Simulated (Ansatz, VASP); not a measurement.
## Two plane-wave programs on SiO2

```
CELL_PARAMETERS angstrom
4.21806 0.00000 0.00000
0.00000 4.21806 0.00000
0.00000 0.00000 2.25202
ATOMIC_POSITIONS crystal
Si 0.50000 0.50000 0.50000
Si 0.00000 0.00000 0.00000
O 0.69443 0.69443 0.00000
O 0.19443 0.80557 0.50000
O 0.30557 0.30557 0.00000
O 0.80557 0.19443 0.50000
```

Alike in both runs: task single point; functional LDA; k mesh 6 × 6 × 10; occupations gaussian, width 0.05 eV; no spin polarisation.

|  | VASP | Ansatz |
| --- | --- | --- |
| version | VASP 6.6.1 | Ansatz 0.2.0 |
| potentials or method | VASP PAW LDA potentials, release 64 (Si, O_h), cutoff 910 eV | scalar-relativistic, plane waves, PAW |
| valence electrons in the cell | 32 | 32 |

```csv
,VASP,Ansatz,Ansatz less VASP
gap on the k mesh at the Fermi level (eV),7.87,7.87,+0.001
least direct gap on the mesh (eV),7.87,7.87,+0.001
rms of the force components (eV/Å),0.476,0.449,-0.0267
```

Ansatz warns that its potentials were made for another functional, while VASP's fit it. LDA's correlation is that of Perdew and Zunger in VASP and of Perdew and Wang (1992) in Ansatz. Atom by atom the forces differ by 0.027 eV/Å (rms over components).

Noted on VASP's run: the cutoff is short for stress, so the pressure is rough.
